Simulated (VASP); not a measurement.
# Al6H in VASP: notebook

Al6H is run at these levels: PBE; tasks: single point.

All numbers are computed with VASP 6.6.1; they aren't measurements. Logs are shortened: lines on timing, memory, paths and dates and some standing lists are left out, and cuts for length are marked.

**1. The cell of the first run**

The cell holds a slab with vacuum, 14 atoms: a = 5.714 Å, b = 5.714 Å, c = 22.175 Å, α = 90.00°, β = 90.00°, γ = 90.00°.

**2. Single point, PBE**

Contents of INCAR:

```
PREC = Accurate ; ENCUT = 520
EDIFF = 1E-6 ; ISMEAR = 0
SIGMA = 0.1 ; LREAL = False
LASPH = True ; NELM = 100
ALGO = Normal ; ISIF = 2
LWAVE = False ; LCHARG = False
LDIPOL = True ; IDIPOL = 3
DIPOL = 0.5 0.5 0.291 ; GGA = PE
NBANDS = 32
```

Contents of KPOINTS:

```
Automatic mesh
0
Gamma
  5 5 1
```

Contents of POSCAR:

```
Al6H
1.0
    5.7135165837      0.0000000000      0.0000000000
    0.0000000000      5.7135165837      0.0000000000
    0.0000000000      0.0000000000     22.1746954375
Al H
12 2
Direct
    0.2500000000      0.2500000000      0.1803857921
    0.2500000000      0.7500000000      0.1803857921
    0.7500000000      0.2500000000      0.1803857921
    0.7500000000      0.7500000000      0.1803857921
    0.0000000000      0.0000000000      0.2744050924
    0.0000000000      0.5000000000      0.2744050924
    0.5000000000      0.0000000000      0.2744050924
    0.5000000000      0.5000000000      0.2744050924
    0.2500000000      0.2500000000      0.3686497278
    0.2500000000      0.7500000000      0.3686497278
    0.7500000000      0.2500000000      0.3686497278
    0.7500000000      0.7500000000      0.3686497278
    0.0000000000     -0.1308301095      0.3889431294
    0.0000000000      0.1308301095      0.3889431294
```

Potentials or basis: VASP PAW PBE potentials, release 64 (Al, H).

Run with:

```sh
$ cat potpaw_PBE.64/Al/POTCAR potpaw_PBE.64/H/POTCAR > POTCAR
$ mpirun -np 1 vasp_std > vasp.out
```

OUTCAR:

```text
PREC = Accurate
   ENCUT = 520
   EDIFF = 1E-6
   ISMEAR = 0
   LREAL = False
   LASPH = True
   NELM = 100
   ISIF = 2
   GGA = PE

 ion  position               nearest neighbor table
   1  0.250  0.250  0.180-   2 2.86   3 2.86   2 2.86   3 2.86   7 2.90   8 2.90   5 2.90   6 2.90

   2  0.250  0.750  0.180-   1 2.86   4 2.86   1 2.86   4 2.86   7 2.90   8 2.90   5 2.90   6 2.90

   3  0.750  0.250  0.180-   1 2.86   4 2.86   4 2.86   1 2.86   7 2.90   8 2.90   5 2.90   6 2.90
[... 4 lines left out ...]
                            11 2.91  12 2.91   9 2.91  10 2.91
   6  0.000  0.500  0.274-   5 2.86   8 2.86   5 2.86   8 2.86   1 2.90   2 2.90   3 2.90   4 2.90
                            11 2.91  12 2.91   9 2.91  10 2.91
   7  0.500  0.000  0.274-   5 2.86   8 2.86   8 2.86   5 2.86   1 2.90   2 2.90   3 2.90   4 2.90
                            11 2.91  12 2.91   9 2.91  10 2.91
   8  0.500  0.500  0.274-   6 2.86   7 2.86   7 2.86   6 2.86   1 2.90   2 2.90   3 2.90   4 2.90
                            11 2.91  12 2.91   9 2.91  10 2.91
   9  0.250  0.250  0.369-  14 1.65  11 2.86  10 2.86  10 2.86  11 2.86   6 2.91   7 2.91   8 2.91
                             5 2.91
  10  0.250  0.750  0.369-  13 1.65  12 2.86   9 2.86   9 2.86  12 2.86   6 2.91   7 2.91   8 2.91
                             5 2.91
  11  0.750  0.250  0.369-  14 1.65  12 2.86   9 2.86  12 2.86   9 2.86   6 2.91   7 2.91   8 2.91
                             5 2.91
  12  0.750  0.750  0.369-  13 1.65  11 2.86  10 2.86  11 2.86  10 2.86   6 2.91   7 2.91   8 2.91
                             5 2.91
  13  0.000  0.869  0.389-  10 1.65  12 1.65
  14  0.000  0.131  0.389-   9 1.65  11 1.65

  LATTYP: Found a simple tetragonal cell.
 ALAT       =     5.7135165837
 C/A-ratio  =     3.8810940885

  Lattice vectors:

 A1 = (   5.7135165837,   0.0000000000,   0.0000000000)
 A2 = (   0.0000000000,   5.7135165837,   0.0000000000)
 A3 = (   0.0000000000,   0.0000000000,  22.1746954375)

Analysis of symmetry for initial positions (statically):
=====================================================================
 Subroutine PRICEL returns:
 Original cell was already a primitive cell.

 Routine SETGRP: Setting up the symmetry group for a
 simple tetragonal supercell.

 Subroutine GETGRP returns: Found  4 space group operations
 (whereof  4 operations were pure point group operations)
 out of a pool of 16 trial point group operations.

The static configuration has the point symmetry C_2v.

Analysis of symmetry for dynamics (positions and initial velocities):
=====================================================================
 Subroutine PRICEL returns:
[... 142 lines left out ...]
   GGA     = PE    functional components
   LHFCALC =     F    Hartree Fock is set to
   AEXX    =    0.0000 exact exchange contribution
   IVDW    =     0    specifies the selected vdW correction
   LEPSILON=     F    determine dielectric tensor
   LRPA    =     F    only Hartree local field effects (RPA)
 non-spin polarized calculation
 Gauss-broadening in eV      SIGMA  =   0.10
  energy-cutoff  :      520.00
  volume of cell :      723.88
 maximum number of plane-waves:     19525
   NGX = 21   NGY = 21   NGZ = 83

 dipolmoment           0.000000      0.000000      0.119116 electrons x Angstroem

 number of electron      37.9999997 magnetization

 dipolmoment           0.000000      0.000000     -0.051623 electrons x Angstroem

 Free energy of the ion-electron system (eV)
  ---------------------------------------------------
  ext. energy  EPLUGINS =         0.00000000
  ---------------------------------------------------
  free energy    TOTEN  =       -46.79160694 eV

  energy without entropy =      -46.77218606  energy(sigma->0) =      -46.78189650

 E-fermi :  -0.7421     XC(G=0):  -3.7547

 val. band max:       -0.7924397051   @ k =   0.4000   0.4000   0.0000
 cond. band min:      -0.7285532142   @ k =  -0.2000   0.4000   0.0000
 fundamental gap:      0.0638864909
 Fermi energy:        -0.7421370183

 k-point     1 :       0.0000    0.0000    0.0000
  band No.  band energies     occupation
      1     -11.5111      2.00000
      2      -9.9523      2.00000
      3      -7.6262      2.00000
      4      -7.2660      2.00000
      5      -6.5988      2.00000
      6      -6.4717      2.00000
[... 295 lines left out ...]
     30       2.4735      0.00000
     31       2.5521      0.00000
 [bands above 31 left out]

------------------------ aborting loop because EDIFF is reached ----------------------------------------

 vacuum level on the upper side and lower side of the slab       (xc-potential included)        -0.236         0.053

  FORCE on cell =-STRESS in cart. coord.  units (eV):
  Direction    XX          YY          ZZ          XY          YZ          ZX
  --------------------------------------------------------------------------------------
  -------------------------------------------------------------------------------------
  Total       -2.9296278     -5.6648478      2.4252923      0.0000000      0.0000000      0.0000000
  in kB       -6.4842295    -12.5381708      5.3679693      0.0000000      0.0000000      0.0000000
  external PRESSURE =      -4.5514770 kB  Pullay stress =       0.0000000 kB

 VOLUME and BASIS-vectors are now :
 -----------------------------------------------------------------------------
  energy-cutoff  :      520.00
  volume of cell :      723.88
      direct lattice vectors                 reciprocal lattice vectors
     5.713516584  0.000000000  0.000000000     0.175023558  0.000000000  0.000000000
     0.000000000  5.713516584  0.000000000     0.000000000  0.175023558  0.000000000
     0.000000000  0.000000000 22.174695437     0.000000000  0.000000000  0.045096448

 POSITION                                       TOTAL-FORCE (eV/Angst)
 -----------------------------------------------------------------------------------
      1.42838      1.42838      4.00000        -0.065853     -0.053273      0.003274
      1.42838      4.28514      4.00000        -0.065853      0.053273      0.003274
      4.28514      1.42838      4.00000         0.065853     -0.053273      0.003274
      4.28514      4.28514      4.00000         0.065853      0.053273      0.003274
      0.00000      0.00000      6.08485        -0.000000      0.000000     -0.420211
      0.00000      2.85676      6.08485        -0.000000      0.000000     -0.108951
      2.85676      0.00000      6.08485        -0.000000      0.000000     -0.010180
      2.85676      2.85676      6.08485        -0.000000      0.000000     -0.198634
      1.42838      1.42838      8.17470         1.147555      0.836470     -0.359230
      1.42838      4.28514      8.17470         1.147555     -0.836470     -0.359230
      4.28514      1.42838      8.17470        -1.147555      0.836470     -0.359230
      4.28514      4.28514      8.17470        -1.147555     -0.836470     -0.359230
      0.00000      4.96602      8.62470        -0.000000     -0.119737      1.080901
      0.00000      0.74750      8.62470        -0.000000      0.119737      1.080901
 -----------------------------------------------------------------------------------
    total drift:                                0.000000     -0.000000     -0.000034

  FREE ENERGIE OF THE ION-ELECTRON SYSTEM (eV)
  ---------------------------------------------------
  free  energy   TOTEN  =       -46.7916069385 eV

  energy  without entropy=      -46.7721860563  energy(sigma->0) =      -46.78189650

 vacuum level on the upper side and lower side of the slab         3.251         3.544
```

stdout:

```text
POSCAR found type information on POSCAR AlH
 POSCAR found :  2 types and      14 ions
 scaLAPACK will be used
 LDA part: xc-table for (Slater+PW92), standard interpolation
 POSCAR, INCAR and KPOINTS ok, starting setup
 FFT: planning ... GRIDC
 FFT: planning ... GRID_SOFT
 FFT: planning ... GRID
 WAVECAR not read
 entering main loop
```

Wall time 12 min (1 thread of Intel Xeon 8259CL, shared host); peak memory 0.68 GiB.

What came out:

| Property | Result |
| --- | --- |
| Free energy | -46.7916 eV |
| Largest force | 1.465 eV/Å |
| Band gap on the k mesh | zero (bands 19 and 20 overlap by 0.71 eV) |

Forces in eV/Å, atoms in the order of the input:
```
Al  -0.066 -0.053  0.003
Al  -0.066  0.053  0.003
Al   0.066 -0.053  0.003
Al   0.066  0.053  0.003
Al   0.000  0.000 -0.420
Al   0.000  0.000 -0.109
Al   0.000  0.000 -0.010
Al   0.000  0.000 -0.199
Al   1.148  0.836 -0.359
Al   1.148 -0.836 -0.359
Al  -1.148  0.836 -0.359
Al  -1.148 -0.836 -0.359
H    0.000 -0.120  1.081
H    0.000  0.120  1.081
```

**3. Single point, PBE**

Contents of INCAR:

```
  PREC = Accurate
  ENCUT = 520
  EDIFF = 1E-6
  ISMEAR = 0
  SIGMA = 0.1
  LREAL = False
  LASPH = True
  NELM = 100
  ALGO = Normal
  ISIF = 2
  LWAVE = False
  LCHARG = False
  LDIPOL = True
  IDIPOL = 3
  DIPOL = 0.5 0.5 0.295
  GGA = PE
  NBANDS = 32
```

KPOINTS is that of step 2.

POSCAR: that of step 2 with these lines changed.

```diff
@@ -20,3 +20,3 @@
     0.7500000000      0.7500000000      0.3686497278
-    0.0000000000     -0.1308301095      0.3889431294
-    0.0000000000      0.1308301095      0.3889431294
+    0.0000000000     -0.1308301095      0.4178048562
+    0.0000000000      0.1308301095      0.4178048562
```

Potentials or basis: VASP PAW PBE potentials, release 64 (Al, H).

Run with:

```sh
$ cat potpaw_PBE.64/Al/POTCAR potpaw_PBE.64/H/POTCAR > POTCAR
$ mpirun -np 1 vasp_std > vasp.out
```

Run time: 13 min. Hardware: 1 thread of Intel Xeon 8259CL, shared host; peak memory 0.68 GiB.

The run converged. Its results:

```yaml
Free_energy: -47.3555 eV
Largest_force: 0.875 eV/Å
Band_gap_on_the_k_mesh: zero (bands 19 and 20 overlap by 0.89 eV)
```

Forces on the atoms (eV/Å):
```
Al  -0.034 -0.041  0.011
Al  -0.034  0.041  0.011
Al   0.034 -0.041  0.011
Al   0.034  0.041  0.011
Al   0.000  0.000  0.093
Al   0.000  0.000  0.146
Al   0.000  0.000 -0.037
Al   0.000  0.000 -0.117
Al   0.071  0.114  0.150
Al   0.071 -0.114  0.150
Al  -0.071  0.114  0.150
Al  -0.071 -0.114  0.150
H    0.000 -0.795 -0.365
H    0.000  0.795 -0.365
```

Levels at points of the mesh, in eV from the Fermi level:
```csv
k point,band 16,band 17,band 18,band 19,band 20,band 21,band 22,band 23
"(0.00, 0.00, 0.00)",-1.14,-0.99,-0.79,-0.42,-0.30,-0.14,-0.09,1.06
```
